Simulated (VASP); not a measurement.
# MgC18 in VASP: a series of runs

Runs on MgC18. Level: PBE. Tasks: single point.

Everything below comes from runs of VASP 6.6.1. Logs are shortened: lines on timing, memory, paths and dates and some standing lists are left out, and cuts for length are marked.

## (1) The cell of the first run

The cell holds a slab with vacuum, 19 atoms: a = 7.398 Å, b = 7.398 Å, c = 13.000 Å, α = 90.00°, β = 90.00°, γ = 120.00°.

## (2) Single point, PBE

Contents of INCAR:

```
PREC = Accurate
ENCUT = 520
EDIFF = 1E-7
ISMEAR = -1
SIGMA = 0.02
LREAL = Auto
LASPH = T
NELM = 100
ALGO = Normal
ISIF = 2
LWAVE = F
LCHARG = F
GGA = PE
NBANDS = 52
```

Contents of KPOINTS:

```
regular mesh
0
Gamma
  2 2 1
```

Contents of POSCAR:

```
MgC18
1.0
    7.3980000000      0.0000000000      0.0000000000
   -3.6990000000      6.4068560000      0.0000000000
    0.0000000000      0.0000000000     13.0000000000
C Mg
18 1
Direct
   -0.0005437693     -0.0044740214      0.0686090179
    0.2203740843      0.1059853577      0.0686130917
   -0.0025521283      0.3289008489      0.0686071808
    0.2223818093      0.4413672474      0.0686134292
   -0.0005012971      0.6642320497      0.0686325411
    0.2203294790      0.7746471864      0.0686159054
    0.3307909749     -0.0044335768      0.0686069381
    0.5557274594      0.1080357233      0.0685804786
    0.3328431442      0.3309235890      0.0685731726
    0.5536635215      0.4413249121      0.0686151624
    0.3327968966      0.6621821084      0.0685796871
    0.5537001201      0.7726397109      0.0686001816
    0.6661698363     -0.0024222220      0.0686140325
    0.8869879733      0.1079955161      0.0685778994
    0.6661328211      0.3288581231      0.0686036298
    0.8870327147      0.4393010857      0.0685738424
    0.6641054292      0.6622232914      0.0685815378
    0.8890393685      0.7746891201      0.0686081931
    0.1112876624      0.8894978501      0.3805790786
```

Potentials or basis: VASP PAW PBE potentials, release 64 (C, Mg).

Started as:

```console
$ cat potpaw_PBE.64/C/POTCAR potpaw_PBE.64/Mg/POTCAR > POTCAR
$ mpirun -np 1 vasp_std > vasp.out
```

OUTCAR:

```text
PREC = Accurate
   ENCUT = 520
   EDIFF = 1E-7
   ISMEAR = -1
   LREAL = Auto
   LASPH = T
   NELM = 100
   ISIF = 2
   GGA = PE

 ion  position               nearest neighbor table
   1  0.999  0.996  0.069-  18 1.41   2 1.42  14 1.44
   2  0.220  0.106  0.069-   7 1.41   1 1.42   9 1.44
   3  0.997  0.329  0.069-  16 1.41  14 1.42   4 1.44
   4  0.222  0.441  0.069-  11 1.41   9 1.42   3 1.44
   5  0.999  0.664  0.069-   6 1.41  18 1.42  16 1.44
   6  0.220  0.775  0.069-   5 1.41   7 1.42  11 1.44
[... 10 lines left out ...]
  17  0.664  0.662  0.069-  12 1.41  10 1.42  18 1.44
  18  0.889  0.775  0.069-   1 1.41   5 1.42  17 1.44
  19  0.111  0.889  0.381-

  LATTYP: Found a hexagonal cell.
 ALAT       =     7.3980000000
 C/A-ratio  =     1.7572316842

  Lattice vectors:

 A1 = (   7.3980000000,   0.0000000000,   0.0000000000)
 A2 = (  -3.6990000000,   6.4068560000,   0.0000000000)
 A3 = (   0.0000000000,   0.0000000000,  13.0000000000)

Analysis of symmetry for initial positions (statically):
=====================================================================
 Subroutine PRICEL returns:
 Original cell was already a primitive cell.

 Routine SETGRP: Setting up the symmetry group for a
 hexagonal supercell.

 Subroutine GETGRP returns: Found  1 space group operations
 (whereof  1 operations were pure point group operations)
 out of a pool of 24 trial point group operations.

The static configuration has the point symmetry C_1 .

Analysis of symmetry for dynamics (positions and initial velocities):
=====================================================================
 Subroutine PRICEL returns:
 Original cell was already a primitive cell.

 Routine SETGRP: Setting up the symmetry group for a
 hexagonal supercell.

 Subroutine GETGRP returns: Found  1 space group operations
 (whereof  1 operations were pure point group operations)
 out of a pool of 24 trial point group operations.

The dynamic configuration has the point symmetry C_1 .

 Subroutine INISYM returns: Found  1 space group operations
 (whereof  1 operations are pure point group operations),
 and found     1 'primitive' translations

----------------------------------------------------------------------------------------

                                     Primitive cell

  volume of cell :     616.1730

  direct lattice vectors                    reciprocal lattice vectors
     7.398000000  0.000000000  0.000000000     0.135171668  0.078041398  0.000000000
    -3.699000000  6.406856000  0.000000000     0.000000000  0.156082796  0.000000000
     0.000000000  0.000000000 13.000000000     0.000000000  0.000000000  0.076923077

  length of vectors
     7.398000000  7.398000054 13.000000000     0.156082797  0.156082796  0.076923077

  position of ions in fractional coordinates (direct lattice)
     0.999456231  0.995525979  0.068609018
     0.220374084  0.105985358  0.068613092
     0.997447872  0.328900849  0.068607181
     0.222381809  0.441367247  0.068613429
     0.999498703  0.664232050  0.068632541
     0.220329479  0.774647186  0.068615905
[... 11 lines left out ...]
     0.889039369  0.774689120  0.068608193
     0.111287662  0.889497850  0.380579079

  ion indices of the primitive-cell ions
   primitive index   ion index
                 1           1
                 2           2
                 3           3
                 4           4
                 5           5
                 6           6
[... 11 lines left out ...]
                18          18
                19          19

----------------------------------------------------------------------------------------

 KPOINTS: regular mesh

Automatic generation of k-mesh.
 Grid dimensions read from file:
 generate k-points for:    2    2    1

 Generating k-lattice:

  Cartesian coordinates                     Fractional coordinates (reciprocal lattice)
     0.067585834  0.039020699  0.000000000     0.500000000 -0.000000000  0.000000000
     0.000000000  0.078041398  0.000000000     0.000000000  0.500000000  0.000000000
     0.000000000  0.000000000  0.076923077     0.000000000  0.000000000  1.000000000

  Length of vectors
     0.078041399  0.078041398  0.076923077

  Shift w.r.t. Gamma in fractional coordinates (k-lattice)
     0.000000000  0.000000000  0.000000000

 Subroutine IBZKPT returns following result:
 ===========================================

 Found      4 irreducible k-points:

 Following reciprocal coordinates:
            Coordinates               Weight
  0.000000  0.000000  0.000000      1.000000
  0.500000  0.000000  0.000000      1.000000
  0.000000  0.500000  0.000000      1.000000
  0.500000  0.500000  0.000000      1.000000
   k-points           NKPTS =      4   k-points in BZ     NKDIM =      4   number of bands    NBANDS=     52
   number of dos      NEDOS =    301   number of ions     NIONS =     19
   total plane-waves  NPLWV = 307328
   dimension x,y,z NGX =    56 NGY =   56 NGZ =   98
   dimension x,y,z NGXF=   112 NGYF=  112 NGZF=  196
   ions per type =              18   1
   NGX,Y,Z   is equivalent  to a cutoff of  12.58, 12.58, 12.53 a.u.
   NGXF,Y,Z  is equivalent  to a cutoff of  25.17, 25.17, 25.06 a.u.
 SYSTEM =  unknown system
   PREC   = accura    normal or accurate (medium, high low for compatibility)
   ISTART =      0    job   : 0-new  1-cont  2-samecut
   ICHARG =      2    charge: 1-file 2-atom 10-const
   ISPIN  =      1    spin polarized calculation?
   LNONCOLLINEAR =      F non collinear calculations
   LSORBIT =      F    spin-orbit coupling
   LASPH  =      T    aspherical Exc in radial PAW
   ENCUT  =  520.0 eV  38.22 Ry    6.18 a.u.  13.76 13.76 24.17*2*pi/ulx,y,z
   NELM   =    100;   NELMIN=  2; NELMDL= -5     # of ELM steps
   EDIFF  = 0.1E-06   stopping-criterion for ELM
   LREAL  =      T    real-space projection
   EDIFFG = 0.1E-05   stopping-criterion for IOM
   NSW    =      0    number of steps for IOM
   IBRION =     -1    ionic relax: 0-MD 1-quasi-New 2-CG
   NFREE  =      0    steps in history (QN), initial steepest desc. (CG)
   ISIF   =      2    stress and relaxation
   ISYM   =      2    0-nonsym 1-usesym 2-fastsym
   POTIM  = 0.5000    time-step for ionic-motion
   TEBEG  =    0.0;   TEEND  =   0.0 temperature during run
   PSTRESS=    0.0 pullay stress
   NELECT =      74.0000    total number of electrons
   NUPDOWN=      -1.0000    fix difference up-down
   EMIN   =  10.00;   EMAX   =-10.00  energy-range for DOS
   EFERMI =   0.00;   METHOD = LEGACY
   ISMEAR =    -1;   SIGMA  =   0.02  broadening in eV -4-tet -1-fermi 0-gaus
   EFERMI_NEDOS =   21; number of points for ismear=-14 and -15
   IALGO  =     38    algorithm
   IMIX   =      4    mixing-type and parameters
     AMIX     =   0.40;   BMIX     =  1.00
     AMIX_MAG =   1.60;   BMIX_MAG =  1.00
  volume/ion in A,a.u.               =      32.43       218.85
  Fermi-wavevector in a.u.,A,eV,Ry     =   0.807702  1.526336  8.876204  0.652383
  Thomas-Fermi vector in A             =   1.916371
   LORBIT       =      0    0 simple, 1 ext, 2 COOP (PROOUT), +10 PAW based schemes
   GGA     = PE    functional components
   LHFCALC =     F    Hartree Fock is set to
   AEXX    =    0.0000 exact exchange contribution
   IVDW    =     0    specifies the selected vdW correction
   LEPSILON=     F    determine dielectric tensor
   LRPA    =     F    only Hartree local field effects (RPA)
 non-spin polarized calculation
  energy-cutoff  :      520.00
  volume of cell :      616.17
 maximum number of plane-waves:     16651
 NGX is ok and might be reduce to    56
   NGX = 27   NGY = 27   NGZ = 49

 number of electron      74.0000001 magnetization

 Free energy of the ion-electron system (eV)
  ---------------------------------------------------
  ext. energy  EPLUGINS =         0.00000000
  ---------------------------------------------------
  free energy    TOTEN  =      -165.64452512 eV

  energy without entropy =     -165.64345277  energy(sigma->0) =     -165.64398894

 E-fermi :  -1.6799     XC(G=0):  -4.2107

 val. band max:       -1.7895318183   @ k =   0.0000   0.0000   0.0000
 cond. band min:      -1.5702016353   @ k =   0.0000   0.0000   0.0000
 fundamental gap:      0.2193301830
 Fermi energy:        -1.6798680618

 k-point     1 :       0.0000    0.0000    0.0000
  band No.  band energies     occupation
      1     -21.2022      2.00000
      2     -18.7054      2.00000
      3     -18.7013      2.00000
      4     -18.5763      2.00000
      5     -18.5760      2.00000
      6     -18.5727      2.00000
[... 41 lines left out ...]
     48       3.1809      0.00000
     49       3.3364      0.00000

 k-point     2 :       0.5000    0.0000    0.0000
  band No.  band energies     occupation
      1     -20.5494      2.00000
      2     -20.5470      2.00000
      3     -19.3002      2.00000
      4     -19.2108      2.00000
      5     -16.8083      2.00000
      6     -16.8072      2.00000
[... 41 lines left out ...]
     48       3.1885      0.00000
     49       3.2220      0.00000

 k-point     3 :       0.0000    0.5000    0.0000
  band No.  band energies     occupation
      1     -20.5494      2.00000
      2     -20.5471      2.00000
      3     -19.3003      2.00000
      4     -19.2108      2.00000
      5     -16.8084      2.00000
      6     -16.8071      2.00000
[... 41 lines left out ...]
     48       3.1885      0.00000
     49       3.2221      0.00000

 k-point     4 :       0.5000    0.5000    0.0000
  band No.  band energies     occupation
      1     -20.5494      2.00000
      2     -20.5470      2.00000
      3     -19.3003      2.00000
      4     -19.2108      2.00000
      5     -16.8083      2.00000
      6     -16.8072      2.00000
[... 41 lines left out ...]
     48       3.1885      0.00000
     49       3.2220      0.00000
 [bands above 49 left out]

------------------------ aborting loop because EDIFF is reached ----------------------------------------

  FORCE on cell =-STRESS in cart. coord.  units (eV):
  Direction    XX          YY          ZZ          XY          YZ          ZX
  --------------------------------------------------------------------------------------
  -------------------------------------------------------------------------------------
  Total        1.5958695      1.6030597     -0.1246610     -0.0095831      0.0057778      0.0063654
  in kB        4.1495913      4.1682873     -0.3241445     -0.0249181      0.0150236      0.0165513
  external PRESSURE =       2.6645780 kB  Pullay stress =       0.0000000 kB

 VOLUME and BASIS-vectors are now :
 -----------------------------------------------------------------------------
  energy-cutoff  :      520.00
  volume of cell :      616.17
      direct lattice vectors                 reciprocal lattice vectors
     7.398000000  0.000000000  0.000000000     0.135171668  0.078041398  0.000000000
    -3.699000000  6.406856000  0.000000000     0.000000000  0.156082796  0.000000000
     0.000000000  0.000000000 13.000000000     0.000000000  0.000000000  0.076923077

 POSITION                                       TOTAL-FORCE (eV/Angst)
 -----------------------------------------------------------------------------------
      3.71153      6.37819      0.89192        -0.007083      0.007693     -0.002836
      1.23829      0.67903      0.89197        -0.003340      0.013381      0.000209
      6.16252      2.10722      0.89189         0.009832      0.004411     -0.005122
      0.01256      2.82778      0.89197        -0.000356     -0.002343     -0.002434
      4.93730      4.25564      0.89222         0.004259     -0.007829     -0.007644
     -1.23542      4.96305      0.89201         0.010249     -0.004338      0.001538
[... 11 lines left out ...]
      3.71154      4.96332      0.89191        -0.003194     -0.004066      0.002643
     -2.46695      5.69888      4.94753        -0.000199     -0.001022      0.002256
 -----------------------------------------------------------------------------------
    total drift:                                0.010580      0.014705     -0.037204

  FREE ENERGIE OF THE ION-ELECTRON SYSTEM (eV)
  ---------------------------------------------------
  free  energy   TOTEN  =      -165.6445251183 eV

  energy  without entropy=     -165.6434527657  energy(sigma->0) =     -165.64398894
```

It took 4.7 min on 1 thread of Intel Xeon 6975P-C, shared host; peak memory 0.63 GiB.

What came out:

| Property | Result |
| --- | --- |
| Free energy | -165.6445 eV |
| Largest force | 0.014 eV/Å |
| Band gap on the k mesh | 0.22 eV, direct |

Forces on the atoms (eV/Å):
```
C   -0.007  0.008 -0.003
C   -0.003  0.013  0.000
C    0.010  0.004 -0.005
C    0.000 -0.002 -0.002
C    0.004 -0.008 -0.008
C    0.010 -0.004  0.002
C    0.009  0.004  0.001
C   -0.004 -0.003 -0.001
C   -0.006 -0.003  0.005
C   -0.001 -0.004 -0.005
C   -0.004 -0.002  0.005
C   -0.003  0.001 -0.002
C   -0.002 -0.004 -0.004
C    0.005  0.000  0.006
C   -0.003 -0.003  0.000
C   -0.001  0.006  0.008
C    0.001  0.001 -0.002
C   -0.003 -0.004  0.003
Mg   0.000 -0.001  0.002
```

Caveat: the k points lie up to 0.49 Å⁻¹ apart.

## (3) Single point, PBE

Contents of INCAR:

```
SYSTEM = MgC18
PREC = Accurate
ENCUT = 520
EDIFF = 1E-6
ISMEAR = -1
SIGMA = 0.02
LREAL = Auto
LASPH = .TRUE.
NELM = 80
ALGO = Normal
ISIF = 2
LWAVE = .FALSE.
LCHARG = .FALSE.
GGA = PE
NBANDS = 52
```

Contents of KPOINTS:

```
regular mesh
0
G
  2 2 1
  0 0 0
```

Contents of POSCAR:

```
MgC18
1.0
    7.3980000000      0.0000000000      0.0000000000
   -3.6990000000      6.4068560000      0.0000000000
    0.0000000000      0.0000000000     13.0000000000
C Mg
18 1
Direct
   -0.0005436832     -0.0044739573      0.0686090000
    0.2203741392      0.1059853694      0.0686130769
   -0.0025521732      0.3289007900      0.0686071538
    0.2223817544      0.4413671854      0.0686134615
   -0.0005013114      0.6642320352      0.0686325385
    0.2203295428      0.7746471904      0.0686159231
    0.3307909389     -0.0044335318      0.0686069231
    0.5557274878      0.1080356730      0.0685804615
    0.3328431308      0.3309236231      0.0685731538
    0.5536635249      0.4413248870      0.0686151538
    0.3327968883      0.6621820437      0.0685796923
    0.5537000647      0.7726396535      0.0686001538
    0.6661697893     -0.0024222489      0.0686140000
    0.8869880475      0.1079955598      0.0685779231
    0.6661327934      0.3288581794      0.0686036154
    0.8870326890      0.4393011174      0.0685738462
    0.6641054069      0.6622232496      0.0685815385
    0.8890393707      0.7746891767      0.0686081538
    0.1112877476      0.8894979066      0.3805790769
```

Potentials or basis: VASP PAW PBE potentials, release 64 (C, Mg).

Started as:

```console
$ cat potpaw_PBE.64/C/POTCAR potpaw_PBE.64/Mg/POTCAR > POTCAR
$ mpirun -np 1 vasp_std > vasp.out
```

OUTCAR:

```text
SYSTEM = MgC18
   PREC = Accurate
   ENCUT = 520
   EDIFF = 1E-6
   ISMEAR = -1
   LREAL = Auto
   LASPH = .TRUE.
   NELM = 80
   ISIF = 2
   GGA = PE

 ion  position               nearest neighbor table
   1  0.999  0.996  0.069-  18 1.41   2 1.42  14 1.44
   2  0.220  0.106  0.069-   7 1.41   1 1.42   9 1.44
   3  0.997  0.329  0.069-  16 1.41  14 1.42   4 1.44
   4  0.222  0.441  0.069-  11 1.41   9 1.42   3 1.44
   5  0.999  0.664  0.069-   6 1.41  18 1.42  16 1.44
   6  0.220  0.775  0.069-   5 1.41   7 1.42  11 1.44
[... 10 lines left out ...]
  17  0.664  0.662  0.069-  12 1.41  10 1.42  18 1.44
  18  0.889  0.775  0.069-   1 1.41   5 1.42  17 1.44
  19  0.111  0.889  0.381-

  LATTYP: Found a hexagonal cell.
 ALAT       =     7.3980000000
 C/A-ratio  =     1.7572316842

  Lattice vectors:

 A1 = (   7.3980000000,   0.0000000000,   0.0000000000)
 A2 = (  -3.6990000000,   6.4068560000,   0.0000000000)
 A3 = (   0.0000000000,   0.0000000000,  13.0000000000)

[... 190 lines left out ...]
 cond. band min:      -1.5701878004   @ k =   0.0000   0.0000   0.0000
 fundamental gap:      0.2193315560
 Fermi energy:        -1.6798551269

 k-point     1 :       0.0000    0.0000    0.0000
  band No.  band energies     occupation
      1     -21.2022      2.00000
      2     -18.7054      2.00000
      3     -18.7013      2.00000
      4     -18.5763      2.00000
      5     -18.5760      2.00000
      6     -18.5727      2.00000
[... 197 lines left out ...]
     48       3.1887      0.00000
     49       3.2220      0.00000
 [bands above 49 left out]

------------------------ aborting loop because EDIFF is reached ----------------------------------------

  FORCE on cell =-STRESS in cart. coord.  units (eV):
  Direction    XX          YY          ZZ          XY          YZ          ZX
  --------------------------------------------------------------------------------------
  -------------------------------------------------------------------------------------
  Total        1.5958430      1.6030303     -0.1249092     -0.0095994      0.0057773      0.0063647
  in kB        4.1495223      4.1682107     -0.3247897     -0.0249604      0.0150222      0.0165496
  external PRESSURE =       2.6643144 kB  Pullay stress =       0.0000000 kB

 VOLUME and BASIS-vectors are now :
 -----------------------------------------------------------------------------
  energy-cutoff  :      520.00
  volume of cell :      616.17
      direct lattice vectors                 reciprocal lattice vectors
     7.398000000  0.000000000  0.000000000     0.135171668  0.078041398  0.000000000
    -3.699000000  6.406856000  0.000000000     0.000000000  0.156082796  0.000000000
     0.000000000  0.000000000 13.000000000     0.000000000  0.000000000  0.076923077

 POSITION                                       TOTAL-FORCE (eV/Angst)
 -----------------------------------------------------------------------------------
      3.71153      6.37819      0.89192        -0.007102      0.007694     -0.002833
      1.23829      0.67903      0.89197        -0.003367      0.013414      0.000208
      6.16252      2.10722      0.89189         0.009818      0.004426     -0.005114
      0.01256      2.82778      0.89197        -0.000345     -0.002340     -0.002444
      4.93730      4.25564      0.89222         0.004254     -0.007828     -0.007643
     -1.23542      4.96305      0.89201         0.010243     -0.004341      0.001536
[... 11 lines left out ...]
      3.71154      4.96332      0.89191        -0.003192     -0.004093      0.002649
     -2.46695      5.69888      4.94753        -0.000199     -0.001022      0.002278
 -----------------------------------------------------------------------------------
    total drift:                                0.010580      0.014692     -0.037299

  FREE ENERGIE OF THE ION-ELECTRON SYSTEM (eV)
  ---------------------------------------------------
  free  energy   TOTEN  =      -165.6445250550 eV

  energy  without entropy=     -165.6434527019  energy(sigma->0) =     -165.64398888
```

Wall time 4.9 min (1 thread of Intel Xeon 6975P-C, shared host); peak memory 0.63 GiB.

What came out:

* Free energy: -165.6445 eV
* Largest force: 0.014 eV/Å
* Band gap on the k mesh: 0.22 eV, direct

Forces in eV/Å, atoms in the order of the input:
```
C   -0.007  0.008 -0.003
C   -0.003  0.013  0.000
C    0.010  0.004 -0.005
C    0.000 -0.002 -0.002
C    0.004 -0.008 -0.008
C    0.010 -0.004  0.002
C    0.009  0.004  0.001
C   -0.004 -0.003 -0.001
C   -0.006 -0.003  0.005
C   -0.001 -0.004 -0.005
C   -0.004 -0.002  0.005
C   -0.003  0.001 -0.002
C   -0.002 -0.004 -0.004
C    0.005  0.000  0.006
C   -0.003 -0.003  0.000
C   -0.001  0.006  0.008
C    0.001  0.001 -0.002
C   -0.003 -0.004  0.003
Mg   0.000 -0.001  0.002
```

Caveat: the k points lie up to 0.49 Å⁻¹ apart.
